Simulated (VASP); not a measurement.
The system is MnS.

```xyz
4
Lattice="3.9760 0.0000 0.0000 -1.9880 3.4433 0.0000 0.0000 0.0000 6.4320" Properties=species:S:1:pos:R:3 pbc="T T T"
Mn    0.0000    2.2955    0.0000
Mn    1.9880    1.1478    3.2160
S     0.0000    2.2955    2.4763
S     1.9880    1.1478    5.6923
```

Base run:

* Program: VASP 6.6.1
* Functional: PBE
* Potentials or basis: VASP PAW PBE potentials, release 64 (Mn_pv, S)
* Cutoff: 520 eV
* k mesh: 6 × 6 × 3
* Occupations: gaussian, width 0.05 eV
* Spin: collinear spin, antiferromagnetic start
* Starting moments: [4.33, -4.33, -0.01, 0.01] μB
* Hubbard terms: Mn d U = 5.0 eV

Its results: band gap on the k mesh 2.40 eV, direct; pressure 4.9 GPa; largest force 0.330 eV/Å.

Question: After a change of settings the same cell gave: band gap on the k mesh zero (band 19 reaches 5.71 eV, above the bottom of band 20 at 3.90 eV); pressure -11.6 GPa; largest force 0.301 eV/Å. Which change was it?
A. spin from collinear spin, antiferromagnetic start to no spin polarisation; further incar settings from ALGO = Normal; EDIFF = 1e-06; NBANDS = 31 to ALGO = Normal; EDIFF = 1e-06; NBANDS = 27
B. spin from collinear spin, antiferromagnetic start to collinear spin, ferromagnetic start; moments at the start from [4.33, -4.33, -0.01, 0.01] to [5.0, 5.0, 0.0, 0.0]
C. spin from collinear spin, antiferromagnetic start to collinear spin, ferromagnetic start; moments at the start from [4.33, -4.33, -0.01, 0.01] to [4.81, 4.81, 0.04, 0.04]
D. moments at the start from [4.33, -4.33, -0.01, 0.01] to [4.77, -4.77, -0.01, 0.01]

Answer: A.

Caveats: U without spin polarisation on a metal has little footing (some runs).
